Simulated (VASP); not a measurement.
# AlRu (WC type) (P-6m2) in VASP: notebook, part 2 of 2

VASP 6.6.1.

## Step 3: Single point, PBE

This run uses another cell than the first one, of 10.17 Å³/atom.

Input file INCAR:

```
SYSTEM = AlRu
PREC = Accurate
ENCUT = 520
EDIFF = 1E-6
ISMEAR = -1
SIGMA = 0.05
LREAL = .FALSE.
LASPH = .TRUE.
NELM = 100
ALGO = Normal
ISIF = 2
LWAVE = .FALSE.
LCHARG = .TRUE.
GGA = PE
LELF = .TRUE.
LVHAR = .TRUE.
NBANDS = 16
```

Input file KPOINTS:

```
regular mesh
0
G
  13 13 12
  0 0 0
```

Input file POSCAR:

```
AlRu
1.0
    2.5689643796      0.0000000000      0.0000000000
   -1.2844821898      2.2247884142      0.0000000000
    0.0000000000      0.0000000000      3.5603731697
Ru Al
1 1
Direct
    0.0000000000      0.0000000000      0.0000000000
    0.3333333333      0.6666666667      0.5000000000
```

Potentials or basis: VASP PAW PBE potentials, release 64 (Ru_pv, Al).

Run with:

```
cat potpaw_PBE.64/Ru_pv/POTCAR potpaw_PBE.64/Al/POTCAR > POTCAR
mpirun -np 1 vasp_std > vasp.out
```

OUTCAR:

```text
SYSTEM = AlRu
   PREC = Accurate
   ENCUT = 520
   EDIFF = 1E-6
   ISMEAR = -1
   LREAL = .FALSE.
   LASPH = .TRUE.
   NELM = 100
   ISIF = 2
   GGA = PE

 ion  position               nearest neighbor table
   1  0.000  0.000  0.000-   2 2.32   2 2.32   2 2.32   2 2.32   2 2.32   2 2.32
   2  0.333  0.667  0.500-   1 2.32   1 2.32   1 2.32   1 2.32   1 2.32   1 2.32

  LATTYP: Found a hexagonal cell.
 ALAT       =     2.5689643796
 C/A-ratio  =     1.3859176865

  Lattice vectors:

 A1 = (   2.5689643796,   0.0000000000,   0.0000000000)
 A2 = (  -1.2844821898,   2.2247884142,   0.0000000000)
 A3 = (   0.0000000000,   0.0000000000,   3.5603731697)

Analysis of symmetry for initial positions (statically):
=====================================================================
 Subroutine PRICEL returns:
 Original cell was already a primitive cell.

 Routine SETGRP: Setting up the symmetry group for a
 hexagonal supercell.

 Subroutine GETGRP returns: Found 12 space group operations
 (whereof 12 operations were pure point group operations)
 out of a pool of 24 trial point group operations.

The static configuration has the point symmetry D_3h.

Analysis of symmetry for dynamics (positions and initial velocities):
=====================================================================
 Subroutine PRICEL returns:
 Original cell was already a primitive cell.

 Routine SETGRP: Setting up the symmetry group for a
 hexagonal supercell.

 Subroutine GETGRP returns: Found 12 space group operations
 (whereof 12 operations were pure point group operations)
 out of a pool of 24 trial point group operations.

The dynamic configuration has the point symmetry D_3h.

 Subroutine INISYM returns: Found 12 space group operations
 (whereof 12 operations are pure point group operations),
 and found     1 'primitive' translations

----------------------------------------------------------------------------------------

[... 110 lines left out ...]
   IMIX   =      4    mixing-type and parameters
     AMIX     =   0.40;   BMIX     =  1.00
     AMIX_MAG =   1.60;   BMIX_MAG =  1.00
  volume/ion in A,a.u.               =      10.17        68.66
  Fermi-wavevector in a.u.,A,eV,Ry     =   1.541856  2.913685 32.345384  2.377319
  Thomas-Fermi vector in A             =   2.647742
   LORBIT       =      0    0 simple, 1 ext, 2 COOP (PROOUT), +10 PAW based schemes
   GGA     = PE    functional components
   LHFCALC =     F    Hartree Fock is set to
   AEXX    =    0.0000 exact exchange contribution
   IVDW    =     0    specifies the selected vdW correction
   LEPSILON=     F    determine dielectric tensor
   LRPA    =     F    only Hartree local field effects (RPA)
 non-spin polarized calculation
  energy-cutoff  :      520.00
  volume of cell :       20.35
 maximum number of plane-waves:       565
 NGX is ok and might be reduce to    20
   NGX =  9   NGY =  9   NGZ = 13

 number of electron      17.0000001 magnetization

 Free energy of the ion-electron system (eV)
  ---------------------------------------------------
  ext. energy  EPLUGINS =         0.00000000
  ---------------------------------------------------
  free energy    TOTEN  =       -11.54657407 eV

  energy without entropy =      -11.53716635  energy(sigma->0) =      -11.54187021

 E-fermi :  15.6468     XC(G=0): -14.0238

 val. band max:       15.6394558168   @ k =   0.1538   0.1538   0.2500
 cond. band min:      15.6507200598   @ k =   0.0769  -0.0000   0.0000
 fundamental gap:      0.0112642430
 Fermi energy:        15.6468173560

 k-point     1 :       0.0000    0.0000    0.0000
  band No.  band energies     occupation
      1     -26.9969      2.00000
      2     -26.4175      2.00000
      3     -26.4175      2.00000
      4       3.5773      2.00000
      5       9.3226      2.00000
      6      12.8810      2.00000
[... 433 lines left out ...]
      3     -26.4841      2.00000
      4       4.4380      2.00000
      5      10.0068      2.00000
      6      12.1906      2.00000
[... 8 lines left out ...]
     15      31.2079      0.00000
     16      32.4284      0.00000

 [... further k-points ...]

------------------------ aborting loop because EDIFF is reached ----------------------------------------

  FORCE on cell =-STRESS in cart. coord.  units (eV):
  Direction    XX          YY          ZZ          XY          YZ          ZX
  --------------------------------------------------------------------------------------
  -------------------------------------------------------------------------------------
  Total       16.3395550     16.3395550     16.3398025     -0.0000000      0.0000000     -0.0000000
  in kB     1286.4961502   1286.4961502   1286.5156332     -0.0000000      0.0000000     -0.0000000
  external PRESSURE =    1286.5026445 kB  Pullay stress =       0.0000000 kB

 VOLUME and BASIS-vectors are now :
 -----------------------------------------------------------------------------
  energy-cutoff  :      520.00
  volume of cell :       20.35
      direct lattice vectors                 reciprocal lattice vectors
     2.568964380  0.000000000  0.000000000     0.389261917  0.224740473  0.000000000
    -1.284482190  2.224788414  0.000000000     0.000000000  0.449480946  0.000000000
     0.000000000  0.000000000  3.560373170     0.000000000  0.000000000  0.280869435

 POSITION                                       TOTAL-FORCE (eV/Angst)
 -----------------------------------------------------------------------------------
      0.00000      0.00000      0.00000        -0.000000      0.000000      0.000000
     -0.00000      1.48319      1.78019         0.000000      0.000000      0.000000
 -----------------------------------------------------------------------------------
    total drift:                                0.000000     -0.000000      0.000000

  FREE ENERGIE OF THE ION-ELECTRON SYSTEM (eV)
  ---------------------------------------------------
  free  energy   TOTEN  =       -11.5465740709 eV

  energy  without entropy=      -11.5371663547  energy(sigma->0) =      -11.54187021
```

It took 26 s on 1 thread of Intel Xeon Platinum 8488C (Sapphire Rapids), shared host; peak memory 0.17 GiB.

What came out:

- Free energy: -11.5466 eV
- Pressure: 128.7 GPa
- Band gap on the k mesh: zero (an odd number of electrons rules out a gap without spin polarisation)

Caveat: the cell stands under pressure.

## Step 4: Single point, PBE (10.17 Å³/atom)

This run uses another cell than the first one, of 10.17 Å³/atom.

Input file INCAR:

```
PREC     = Accurate       # precision mode
ENCUT    = 520            # plane-wave cutoff, eV
EDIFF    = 1E-6           # SCF threshold, eV
ISMEAR   = -1             # smearing method
SIGMA    = 0.05           # smearing width, eV
LREAL    = F              # projectors in reciprocal space
LASPH    = T              # aspherical terms in the spheres
NELM     = 80             # most SCF steps
ALGO     = Normal         # electronic algorithm
ISIF     = 2              # what is computed and relaxed
LWAVE    = F              # write WAVECAR
LCHARG   = F              # write CHGCAR
GGA      = PE             # functional
NBANDS   = 16             # bands
```

Input file KPOINTS:

```
regular mesh
0
Gamma
  13 13 12
```

Changes to POSCAR since step 3:

```diff
@@ -4,3 +4,3 @@
    -1.2844821898      2.2247884142      0.0000000000
-    0.0000000000      0.0000000000      3.5603731697
+    0.0000000000      0.0000000000      3.5603731698
 Ru Al
```

Potentials or basis: VASP PAW PBE potentials, release 64 (Ru_pv, Al).

Run with:

```
cat potpaw_PBE.64/Ru_pv/POTCAR potpaw_PBE.64/Al/POTCAR > POTCAR
mpirun -np 1 vasp_std > vasp.out
```

OUTCAR:

```text
PREC = Accurate
   ENCUT = 520
   EDIFF = 1E-6
   ISMEAR = -1
   LREAL = F
   LASPH = T
   NELM = 80
   ISIF = 2
   GGA = PE

 ion  position               nearest neighbor table
   1  0.000  0.000  0.000-   2 2.32   2 2.32   2 2.32   2 2.32   2 2.32   2 2.32
   2  0.333  0.667  0.500-   1 2.32   1 2.32   1 2.32   1 2.32   1 2.32   1 2.32

  LATTYP: Found a hexagonal cell.
 ALAT       =     2.5689643796
 C/A-ratio  =     1.3859176865

  Lattice vectors:

 A1 = (   2.5689643796,   0.0000000000,   0.0000000000)
 A2 = (  -1.2844821898,   2.2247884142,   0.0000000000)
 A3 = (   0.0000000000,   0.0000000000,   3.5603731698)

Analysis of symmetry for initial positions (statically):
=====================================================================
 Subroutine PRICEL returns:
 Original cell was already a primitive cell.

 Routine SETGRP: Setting up the symmetry group for a
 hexagonal supercell.

 Subroutine GETGRP returns: Found 12 space group operations
 (whereof 12 operations were pure point group operations)
 out of a pool of 24 trial point group operations.

The static configuration has the point symmetry D_3h.

Analysis of symmetry for dynamics (positions and initial velocities):
=====================================================================
 Subroutine PRICEL returns:
 Original cell was already a primitive cell.

 Routine SETGRP: Setting up the symmetry group for a
 hexagonal supercell.

 Subroutine GETGRP returns: Found 12 space group operations
 (whereof 12 operations were pure point group operations)
 out of a pool of 24 trial point group operations.

The dynamic configuration has the point symmetry D_3h.

 Subroutine INISYM returns: Found 12 space group operations
 (whereof 12 operations are pure point group operations),
 and found     1 'primitive' translations

----------------------------------------------------------------------------------------

                                     Primitive cell

  volume of cell :      20.3490

  direct lattice vectors                    reciprocal lattice vectors
     2.568964380  0.000000000  0.000000000     0.389261917  0.224740473  0.000000000
    -1.284482190  2.224788414  0.000000000     0.000000000  0.449480946  0.000000000
     0.000000000  0.000000000  3.560373170     0.000000000  0.000000000  0.280869435

  length of vectors
     2.568964380  2.568964380  3.560373170     0.449480946  0.449480946  0.280869435

  position of ions in fractional coordinates (direct lattice)
     0.000000000  0.000000000  0.000000000
     0.333333333  0.666666667  0.500000000

  ion indices of the primitive-cell ions
   primitive index   ion index
                 1           1
                 2           2

----------------------------------------------------------------------------------------

 KPOINTS: regular mesh

Automatic generation of k-mesh.
 Grid dimensions read from file:
 generate k-points for:   13   13   12

 Generating k-lattice:

  Cartesian coordinates                     Fractional coordinates (reciprocal lattice)
     0.029943224  0.017287729  0.000000000     0.076923077  0.000000000  0.000000000
     0.000000000  0.034575457  0.000000000     0.000000000  0.076923077  0.000000000
     0.000000000  0.000000000  0.023405786     0.000000000  0.000000000  0.083333333

  Length of vectors
     0.034575457  0.034575457  0.023405786

  Shift w.r.t. Gamma in fractional coordinates (k-lattice)
     0.000000000  0.000000000  0.000000000

 Subroutine IBZKPT returns following result:
 ===========================================

 Found    147 irreducible k-points:

 Following reciprocal coordinates:
            Coordinates               Weight
  0.000000  0.000000  0.000000      1.000000
  0.076923 -0.000000  0.000000      6.000000
  0.153846  0.000000  0.000000      6.000000
  0.230769 -0.000000  0.000000      6.000000
  0.307692  0.000000  0.000000      6.000000
  0.384615 -0.000000  0.000000      6.000000
[... 16 lines left out ...]
  0.076923 -0.000000  0.083333     12.000000
  0.153846  0.000000  0.083333     12.000000
 [... further k-points ...]
   k-points           NKPTS =    147   k-points in BZ     NKDIM =    147   number of bands    NBANDS=     16
   number of dos      NEDOS =    301   number of ions     NIONS =      2
   total plane-waves  NPLWV =  11200
   dimension x,y,z NGX =    20 NGY =   20 NGZ =   28
   dimension x,y,z NGXF=    40 NGYF=   40 NGZF=   56
   ions per type =               1   1
   NGX,Y,Z   is equivalent  to a cutoff of  12.94, 12.94, 13.07 a.u.
   NGXF,Y,Z  is equivalent  to a cutoff of  25.89, 25.89, 26.15 a.u.
 SYSTEM =  unknown system
   PREC   = accura    normal or accurate (medium, high low for compatibility)
   ISTART =      0    job   : 0-new  1-cont  2-samecut
   ICHARG =      2    charge: 1-file 2-atom 10-const
   ISPIN  =      1    spin polarized calculation?
   LNONCOLLINEAR =      F non collinear calculations
   LSORBIT =      F    spin-orbit coupling
   LASPH  =      T    aspherical Exc in radial PAW
   ENCUT  =  520.0 eV  38.22 Ry    6.18 a.u.   4.78  4.78  6.62*2*pi/ulx,y,z
   NELM   =     80;   NELMIN=  2; NELMDL= -5     # of ELM steps
   EDIFF  = 0.1E-05   stopping-criterion for ELM
   LREAL  =      F    real-space projection
   EDIFFG = 0.1E-04   stopping-criterion for IOM
   NSW    =      0    number of steps for IOM
   IBRION =     -1    ionic relax: 0-MD 1-quasi-New 2-CG
   NFREE  =      0    steps in history (QN), initial steepest desc. (CG)
   ISIF   =      2    stress and relaxation
   ISYM   =      2    0-nonsym 1-usesym 2-fastsym
   POTIM  = 0.5000    time-step for ionic-motion
   TEBEG  =    0.0;   TEEND  =   0.0 temperature during run
   PSTRESS=    0.0 pullay stress
   NELECT =      17.0000    total number of electrons
   NUPDOWN=      -1.0000    fix difference up-down
   EMIN   =  10.00;   EMAX   =-10.00  energy-range for DOS
   EFERMI =   0.00;   METHOD = LEGACY
   ISMEAR =    -1;   SIGMA  =   0.05  broadening in eV -4-tet -1-fermi 0-gaus
   EFERMI_NEDOS =   21; number of points for ismear=-14 and -15
   IALGO  =     38    algorithm
   IMIX   =      4    mixing-type and parameters
     AMIX     =   0.40;   BMIX     =  1.00
     AMIX_MAG =   1.60;   BMIX_MAG =  1.00
  volume/ion in A,a.u.               =      10.17        68.66
  Fermi-wavevector in a.u.,A,eV,Ry     =   1.541856  2.913685 32.345384  2.377319
  Thomas-Fermi vector in A             =   2.647742
   LORBIT       =      0    0 simple, 1 ext, 2 COOP (PROOUT), +10 PAW based schemes
   GGA     = PE    functional components
   LHFCALC =     F    Hartree Fock is set to
   AEXX    =    0.0000 exact exchange contribution
   IVDW    =     0    specifies the selected vdW correction
   LEPSILON=     F    determine dielectric tensor
   LRPA    =     F    only Hartree local field effects (RPA)
 non-spin polarized calculation
  energy-cutoff  :      520.00
  volume of cell :       20.35
 maximum number of plane-waves:       565
 NGX is ok and might be reduce to    20
   NGX =  9   NGY =  9   NGZ = 13

 number of electron      17.0000001 magnetization

 Free energy of the ion-electron system (eV)
  ---------------------------------------------------
  ext. energy  EPLUGINS =         0.00000000
  ---------------------------------------------------
  free energy    TOTEN  =       -11.54657407 eV

  energy without entropy =      -11.53716635  energy(sigma->0) =      -11.54187021

 E-fermi :  15.6468     XC(G=0): -14.0238

 val. band max:       15.6394558165   @ k =   0.1538   0.1538   0.2500
 cond. band min:      15.6507200595   @ k =   0.0769  -0.0000   0.0000
 fundamental gap:      0.0112642430
 Fermi energy:        15.6468173556

 k-point     1 :       0.0000    0.0000    0.0000
  band No.  band energies     occupation
      1     -26.9969      2.00000
      2     -26.4175      2.00000
      3     -26.4175      2.00000
      4       3.5773      2.00000
      5       9.3226      2.00000
      6      12.8810      2.00000
[... 8 lines left out ...]
     15      30.1175      0.00000
     16      34.0638      0.00000
[... 419 lines left out ...]
 k-point    24 :       0.1538    0.0000    0.0833
  band No.  band energies     occupation
      1     -26.9553      2.00000
      2     -26.7120      2.00000
      3     -26.4841      2.00000
      4       4.4380      2.00000
      5      10.0068      2.00000
      6      12.1906      2.00000
[... 8 lines left out ...]
     15      31.2079      0.00000
     16      32.4284      0.00000

 [... further k-points ...]

------------------------ aborting loop because EDIFF is reached ----------------------------------------

  FORCE on cell =-STRESS in cart. coord.  units (eV):
  Direction    XX          YY          ZZ          XY          YZ          ZX
  --------------------------------------------------------------------------------------
  -------------------------------------------------------------------------------------
  Total       16.3395550     16.3395550     16.3398025      0.0000000      0.0000000     -0.0000000
  in kB     1286.4961513   1286.4961513   1286.5156341      0.0000000      0.0000000     -0.0000000
  external PRESSURE =    1286.5026456 kB  Pullay stress =       0.0000000 kB

 VOLUME and BASIS-vectors are now :
 -----------------------------------------------------------------------------
  energy-cutoff  :      520.00
  volume of cell :       20.35
      direct lattice vectors                 reciprocal lattice vectors
     2.568964380  0.000000000  0.000000000     0.389261917  0.224740473  0.000000000
    -1.284482190  2.224788414  0.000000000     0.000000000  0.449480946  0.000000000
     0.000000000  0.000000000  3.560373170     0.000000000  0.000000000  0.280869435

 POSITION                                       TOTAL-FORCE (eV/Angst)
 -----------------------------------------------------------------------------------
      0.00000      0.00000      0.00000        -0.000000      0.000000      0.000000
     -0.00000      1.48319      1.78019         0.000000     -0.000000      0.000000
 -----------------------------------------------------------------------------------
    total drift:                                0.000000     -0.000000      0.000000

  FREE ENERGIE OF THE ION-ELECTRON SYSTEM (eV)
  ---------------------------------------------------
  free  energy   TOTEN  =       -11.5465740711 eV

  energy  without entropy=      -11.5371663548  energy(sigma->0) =      -11.54187021
```

Wall time 32 s (1 thread of Intel Xeon Platinum 8488C (Sapphire Rapids), shared host); peak memory 0.17 GiB.

Results:

| Quantity | Value |
| --- | --- |
| Free energy | -11.5466 eV |
| Pressure | 128.7 GPa |
| Band gap on the k mesh | zero (an odd number of electrons rules out a gap without spin polarisation) |

Levels at points of the mesh, in eV from the Fermi level:
```tsv
k point	band 5	band 6	band 7	band 8	band 9	band 10	band 11	band 12
(0.00, 0.00, 0.00)	-6.32	-2.77	-2.77	-0.01	0.09	0.09	8.19	11.55
(0.00, 0.00, 0.50)	-7.83	-3.15	-2.74	-2.74	-0.33	-0.33	10.04	11.55
```

Caveat: the cell stands under pressure.
